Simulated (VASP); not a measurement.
**MgF2: single point with r2SCAN**

MgF2:

```xyz
6
Lattice="4.7127 0.0000 0.0000 0.0000 4.7127 0.0000 0.0000 0.0000 3.1059" Properties=species:S:1:pos:R:3 pbc="T T T"
Mg    0.0000    0.0000    0.0000
Mg    2.3563    2.3563    1.5529
F     1.4277    1.4277    0.0000
F     0.9286    3.7840    1.5529
F     3.2850    3.2850    0.0000
F     3.7840    0.9286    1.5529
```

```
Program             : VASP 6.6.1
Task                : single point
Functional          : r2SCAN
Potentials or basis : VASP PAW PBE potentials, release 64 (Mg, F)
Cutoff              : 660 eV
k mesh              : 4 × 4 × 8
Occupations         : gaussian, width 0.01 eV
Spin                : no spin polarisation
```

```yaml
Pressure: -6.9 GPa
Largest_force: 0.090 eV/Å
Band_gap_on_the_k_mesh: 7.62 eV
```

Forces on the atoms (eV/Å):
```
Mg   0.000  0.000  0.000
Mg   0.000  0.000  0.000
F    0.064  0.064  0.000
F   -0.064  0.064  0.000
F   -0.064 -0.064  0.000
F    0.064 -0.064  0.000
```

Stress tensor (GPa, compression positive):
```
-6.60  0.00  0.00
 0.00 -6.60  0.00
 0.00  0.00 -7.51
```

Levels at points of the mesh, in eV from the valence-band top:
| k point | band 13 | band 14 | band 15 | band 16 | band 17 | band 18 | band 19 | band 20 |
| --- | --- | --- | --- | --- | --- | --- | --- | --- |
| (0.00, 0.00, 0.00) | -0.71 | -0.31 | -0.31 | 0.00 | 7.62 | 12.86 | 12.86 | 14.41 |
| (0.50, 0.00, 0.00) | -0.93 | -0.93 | -0.35 | -0.35 | 10.00 | 10.00 | 14.11 | 14.11 |
| (0.50, 0.50, 0.00) | -0.90 | -0.90 | -0.72 | -0.72 | 11.70 | 11.70 | 11.81 | 11.81 |
| (0.00, 0.00, 0.50) | -1.05 | -1.05 | -0.79 | -0.79 | 12.37 | 12.37 | 15.64 | 15.64 |
| (0.50, 0.00, 0.50) | -0.69 | -0.69 | -0.62 | -0.62 | 13.32 | 13.32 | 13.99 | 13.99 |
| (0.50, 0.50, 0.50) | -0.57 | -0.57 | -0.46 | -0.46 | 13.88 | 13.88 | 13.94 | 13.94 |

It took 97 s on 1 thread of Intel(R) Xeon(R) 6975P-C (Granite Rapids) (shared host), peak memory 0.24 GiB.

Caveat: the cell stands under tension; the PAW data sets were made with another functional, which shifts forces and pressure a little. r2SCAN opens gaps a little over a GGA but as a rule still falls short of measured ones.
